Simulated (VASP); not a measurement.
# ZnSnP2 (I-42d) in VASP: further runs, part 2 of 2

VASP 6.6.1. Earlier steps stand in the parts before.

## (3) Single point, PBEsol

This run uses another cell than the first one, of 22.28 Å³/atom.

INCAR reads:

```
SYSTEM = ZnSnP2
PREC = Accurate
ENCUT = 500
EDIFF = 1E-6
ISMEAR = -1
SIGMA = 0.02
LREAL = .False.
LASPH = .True.
NELM = 120
ALGO = Normal
ISIF = 2
LWAVE = .False.
LCHARG = .True.
GGA = PS
LELF = .True.
LVHAR = .True.
NBANDS = 46
GGA_COMPAT = .False.
```

KPOINTS reads:

```
regular mesh
0
Gamma
  6 6 6
  0 0 0
```

POSCAR reads:

```
ZnSnP2
1.0
   -2.8106823461      2.8106823461      5.6415560452
    2.8106823461     -2.8106823461      5.6415560452
    2.8106823461      2.8106823461     -5.6415560452
Zn Sn P
2 2 4
Direct
    0.7500000000      0.2500000000      0.5000000000
    0.0000000000      0.0000000000      0.0000000000
    0.2500000000      0.7500000000      0.5000000000
    0.5000000000      0.5000000000      0.0000000000
    0.3750000000      0.3505512574      0.4755512574
    0.6494487426      0.1250000000      0.0244487426
    0.1005512574      0.6250000000      0.9755512574
    0.8750000000      0.8994487426      0.5244487426
```

Potentials or basis: VASP PAW PBE potentials, release 64 (Zn, Sn_d, P).

Launch:

```console
$ cat potpaw_PBE.64/Zn/POTCAR potpaw_PBE.64/Sn_d/POTCAR potpaw_PBE.64/P/POTCAR > POTCAR
$ mpirun -np 1 vasp_std > vasp.out
```

OUTCAR:

```text
SYSTEM = ZnSnP2
   PREC = Accurate
   ENCUT = 500
   EDIFF = 1E-6
   ISMEAR = -1
   LREAL = .False.
   LASPH = .True.
   NELM = 120
   ISIF = 2
   GGA = PS

 ion  position               nearest neighbor table
   1  0.750  0.250  0.500-   5 2.36   6 2.36   7 2.36   8 2.36
   2  0.000  0.000  0.000-   5 2.36   6 2.36   7 2.36   8 2.36
   3  0.250  0.750  0.500-   5 2.52   8 2.52   7 2.52   6 2.52
   4  0.500  0.500  0.000-   6 2.52   7 2.52   5 2.52   8 2.52
   5  0.375  0.351  0.476-   1 2.36   2 2.36   4 2.52   3 2.52
   6  0.649  0.125  0.024-   1 2.36   2 2.36   4 2.52   3 2.52
   7  0.101  0.625  0.976-   1 2.36   2 2.36   3 2.52   4 2.52
   8  0.875  0.899  0.524-   1 2.36   2 2.36   3 2.52   4 2.52

  LATTYP: Found a body centered tetragonal cell.
 ALAT       =     5.6213646922
 C/A-ratio  =     2.0071837905

  Lattice vectors:

 A1 = (  -2.8106823461,   2.8106823461,   5.6415560452)
 A2 = (   2.8106823461,  -2.8106823461,   5.6415560452)
 A3 = (   2.8106823461,   2.8106823461,  -5.6415560452)

Analysis of symmetry for initial positions (statically):
=====================================================================
 Subroutine PRICEL returns:
 Original cell was already a primitive cell.

 Routine SETGRP: Setting up the symmetry group for a
 body centered tetragonal supercell.

 Subroutine GETGRP returns: Found  8 space group operations
 (whereof  4 operations were pure point group operations)
 out of a pool of 16 trial point group operations.

The static configuration has the point symmetry S_4 .
 The point group associated with its full space group is D_2d.

Analysis of symmetry for dynamics (positions and initial velocities):
=====================================================================
 Subroutine PRICEL returns:
 Original cell was already a primitive cell.

 Routine SETGRP: Setting up the symmetry group for a
 body centered tetragonal supercell.

 Subroutine GETGRP returns: Found  8 space group operations
 (whereof  4 operations were pure point group operations)
 out of a pool of 16 trial point group operations.

The dynamic configuration has the point symmetry S_4 .
 The point group associated with its full space group is D_2d.

 Subroutine INISYM returns: Found  8 space group operations
 (whereof  4 operations are pure point group operations),
 and found     1 'primitive' translations

----------------------------------------------------------------------------------------

                                     Primitive cell

  volume of cell :     178.2717

  direct lattice vectors                    reciprocal lattice vectors
    -2.810682346  2.810682346  5.641556045     0.000000000  0.177892746  0.088628030
     2.810682346 -2.810682346  5.641556045     0.177892746  0.000000000  0.088628030
     2.810682346  2.810682346 -5.641556045     0.177892746  0.177892746  0.000000000

  length of vectors
     6.901233594  6.901233594  6.901233594     0.198747973  0.198747973  0.251578334

  position of ions in fractional coordinates (direct lattice)
     0.750000000  0.250000000  0.500000000
     0.000000000  0.000000000  0.000000000
[... 47 lines left out ...]
  0.166667 -0.000000  0.000000      8.000000
  0.333333  0.000000  0.000000      8.000000
  0.500000 -0.000000  0.000000      4.000000
  0.166667  0.166667  0.000000      8.000000
  0.333333  0.166667  0.000000     16.000000
[... 16 lines left out ...]
 -0.333333 -0.333333  0.166667      8.000000
 -0.166667 -0.333333  0.166667      8.000000
 [... further k-points ...]
   k-points           NKPTS =     30   k-points in BZ     NKDIM =     30   number of bands    NBANDS=     46
   number of dos      NEDOS =    301   number of ions     NIONS =      8
   total plane-waves  NPLWV = 125000
   dimension x,y,z NGX =    50 NGY =   50 NGZ =   50
   dimension x,y,z NGXF=   100 NGYF=  100 NGZF=  100
   ions per type =               2   2   4
   NGX,Y,Z   is equivalent  to a cutoff of  12.04, 12.04, 12.04 a.u.
   NGXF,Y,Z  is equivalent  to a cutoff of  24.09, 24.09, 24.09 a.u.
 SYSTEM =  ZnSnP2
   PREC   = accura    normal or accurate (medium, high low for compatibility)
   ISTART =      0    job   : 0-new  1-cont  2-samecut
   ICHARG =      2    charge: 1-file 2-atom 10-const
   ISPIN  =      1    spin polarized calculation?
   LNONCOLLINEAR =      F non collinear calculations
   LSORBIT =      F    spin-orbit coupling
   LASPH  =      T    aspherical Exc in radial PAW
   ENCUT  =  500.0 eV  36.75 Ry    6.06 a.u.  12.58 12.58 12.58*2*pi/ulx,y,z
   NELM   =    120;   NELMIN=  2; NELMDL= -5     # of ELM steps
   EDIFF  = 0.1E-05   stopping-criterion for ELM
   LREAL  =      F    real-space projection
   EDIFFG = 0.1E-04   stopping-criterion for IOM
   NSW    =      0    number of steps for IOM
   IBRION =     -1    ionic relax: 0-MD 1-quasi-New 2-CG
   NFREE  =      0    steps in history (QN), initial steepest desc. (CG)
   ISIF   =      2    stress and relaxation
   ISYM   =      2    0-nonsym 1-usesym 2-fastsym
   POTIM  = 0.5000    time-step for ionic-motion
   TEBEG  =    0.0;   TEEND  =   0.0 temperature during run
   PSTRESS=    0.0 pullay stress
   NELECT =      72.0000    total number of electrons
   NUPDOWN=      -1.0000    fix difference up-down
   EMIN   =  10.00;   EMAX   =-10.00  energy-range for DOS
   EFERMI =   0.00;   METHOD = LEGACY
   ISMEAR =    -1;   SIGMA  =   0.02  broadening in eV -4-tet -1-fermi 0-gaus
   EFERMI_NEDOS =   21; number of points for ismear=-14 and -15
   IALGO  =     38    algorithm
   IMIX   =      4    mixing-type and parameters
     AMIX     =   0.40;   BMIX     =  1.00
     AMIX_MAG =   1.60;   BMIX_MAG =  1.00
  volume/ion in A,a.u.               =      22.28       150.38
  Fermi-wavevector in a.u.,A,eV,Ry     =   1.210110  2.286776 19.923912  1.464366
  Thomas-Fermi vector in A             =   2.345667
   LORBIT       =      0    0 simple, 1 ext, 2 COOP (PROOUT), +10 PAW based schemes
   GGA     = PS    functional components
   LHFCALC =     F    Hartree Fock is set to
   AEXX    =    0.0000 exact exchange contribution
   IVDW    =     0    specifies the selected vdW correction
   LEPSILON=     F    determine dielectric tensor
   LRPA    =     F    only Hartree local field effects (RPA)
 non-spin polarized calculation
  energy-cutoff  :      500.00
  volume of cell :      178.27
 maximum number of plane-waves:      4570
   NGX = 25   NGY = 25   NGZ = 25

 number of electron      71.9999981 magnetization

 Free energy of the ion-electron system (eV)
  ---------------------------------------------------
  ext. energy  EPLUGINS =         0.00000000
  ---------------------------------------------------
  free energy    TOTEN  =       -36.15305413 eV

  energy without entropy =      -36.15305413  energy(sigma->0) =      -36.15305413

 E-fermi :   5.1497     XC(G=0):  -9.7944

 val. band max:        4.7514122349   @ k =   0.0000   0.0000   0.0000
 cond. band min:       5.5597832326   @ k =   0.0000   0.0000   0.0000
 fundamental gap:      0.8083709977
 Fermi energy:         5.1496622028

 k-point     1 :       0.0000    0.0000    0.0000
  band No.  band energies     occupation
      1     -16.7739      2.00000
      2     -16.7739      2.00000
      3     -16.7739      2.00000
      4     -16.7534      2.00000
      5     -16.7419      2.00000
      6     -16.7419      2.00000
[... 1165 lines left out ...]
     45       9.0739      0.00000
     46       9.5718      0.00000

 [... further k-points ...]

------------------------ aborting loop because EDIFF is reached ----------------------------------------

  FORCE on cell =-STRESS in cart. coord.  units (eV):
  Direction    XX          YY          ZZ          XY          YZ          ZX
  --------------------------------------------------------------------------------------
  -------------------------------------------------------------------------------------
  Total        0.0582599      0.0582599      0.0591061      0.0000000     -0.0000000      0.0000000
  in kB        0.5235983      0.5235983      0.5312031      0.0000000     -0.0000000      0.0000000
  external PRESSURE =       0.5261332 kB  Pullay stress =       0.0000000 kB

 VOLUME and BASIS-vectors are now :
 -----------------------------------------------------------------------------
  energy-cutoff  :      500.00
  volume of cell :      178.27
      direct lattice vectors                 reciprocal lattice vectors
    -2.810682346  2.810682346  5.641556045     0.000000000  0.177892746  0.088628030
     2.810682346 -2.810682346  5.641556045     0.177892746  0.000000000  0.088628030
     2.810682346  2.810682346 -5.641556045     0.177892746  0.177892746  0.000000000

 POSITION                                       TOTAL-FORCE (eV/Angst)
 -----------------------------------------------------------------------------------
      0.00000      2.81068      2.82078         0.000000     -0.000000     -0.000000
      0.00000      0.00000      0.00000         0.000000     -0.000000      0.000000
      2.81068      0.00000      2.82078         0.000000     -0.000000     -0.000000
      0.00000      0.00000      5.64156         0.000000     -0.000000      0.000000
      1.26791      1.40534      1.41039         0.023393     -0.000000     -0.000000
     -1.40534      1.54278      4.23117         0.000000     -0.023393      0.000000
      4.21602      1.26791     -1.41039         0.000000      0.023393     -0.000000
      1.54278      1.40534      7.05195        -0.023393     -0.000000      0.000000
 -----------------------------------------------------------------------------------
    total drift:                               -0.000005     -0.000005     -0.000007

  FREE ENERGIE OF THE ION-ELECTRON SYSTEM (eV)
  ---------------------------------------------------
  free  energy   TOTEN  =       -36.1530541286 eV

  energy  without entropy=      -36.1530541285  energy(sigma->0) =      -36.15305413
```

It took 4.2 min on 1 thread of Intel Xeon Platinum 8488C (Sapphire Rapids), shared host; peak memory 0.45 GiB.

What came out:

```
Free energy            : -36.1531 eV
Pressure               : 0.1 GPa
Largest force          : 0.023 eV/Å
Band gap on the k mesh : 0.81 eV
```

Forces in eV/Å, atoms in the order of the input:
```
Zn   0.000  0.000  0.000
Zn   0.000  0.000  0.000
Sn   0.000  0.000  0.000
Sn   0.000  0.000  0.000
P    0.023  0.000  0.000
P    0.000 -0.023  0.000
P    0.000  0.023  0.000
P   -0.023  0.000  0.000
```

Caveat: the PAW data sets were made with another functional, which shifts forces and pressure a little; spin-orbit coupling is left out, which moves the levels of the heavy elements.
